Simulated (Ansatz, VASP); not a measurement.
**SnSe in VASP and in Ansatz**

INCAR

```
SYSTEM = SnSe
PREC = Accurate
ENCUT = 520
EDIFF = 1E-7
ISMEAR = -1
SIGMA = 0.05
LREAL = .False.
LASPH = .True.
NELM = 80
ALGO = Normal
ISIF = 2
LWAVE = .False.
LCHARG = .False.
GGA = PS
NBANDS = 17
```

Contents of KPOINTS:

```
Automatic mesh
0
Gamma
  11 11 11
  0 0 0
```

POSCAR

```
SnSe
1.0
    0.0000000000      2.9902288509      2.9902288509
    2.9902288509      0.0000000000      2.9902288509
    2.9902288509      2.9902288509      0.0000000000
Sn Se
1 1
Direct
    0.0000000000      0.0000000000      0.0000000000
    0.5000000000      0.5000000000      0.5000000000
```

Input for Ansatz:

```yaml
crystal:
  lattice:
    - [0.0, 2.9902288509, 2.9902288509]
    - [2.9902288509, 0.0, 2.9902288509]
    - [2.9902288509, 2.9902288509, 0.0]
  atoms:
    - { symbol: Sn, position: [0.0, 0.0, 0.0] }
    - { symbol: Se, position: [0.5, 0.5, 0.5] }
kpoints:
  mp_grid: { grid: [11, 11, 11] }
scf:
  occupations: { method: fermi_dirac, width: 0.05 }
hamiltonian:
  xc: pbesol
  pseudopotentials: { kind: all_electron, lapw: { basis_error: 0.001 } }
output:
  forces: true
  stress: true
  eigenvalues: true
```

Change from the starting cell: volume scaled by 0.98.

Alike in both runs: task single point; functional PBEsol; k mesh 11 × 11 × 11; occupations fermi-dirac, width 0.05 eV; no spin polarisation.

|  | VASP | Ansatz |
| --- | --- | --- |
| version | VASP 6.6.1 | Ansatz 0.2.0 |
| potentials or method | VASP PAW PBE potentials, release 64 (Sn_d, Se), cutoff 520 eV | all-electron LAPW, scalar-relativistic |

```csv
,VASP,Ansatz,Ansatz less VASP
pressure (GPa),-0.8,-0.8,-0.01
```

VASP's potentials were made for PBE, not for PBEsol. Ansatz ran all-electron here, and VASP with PAW potentials.
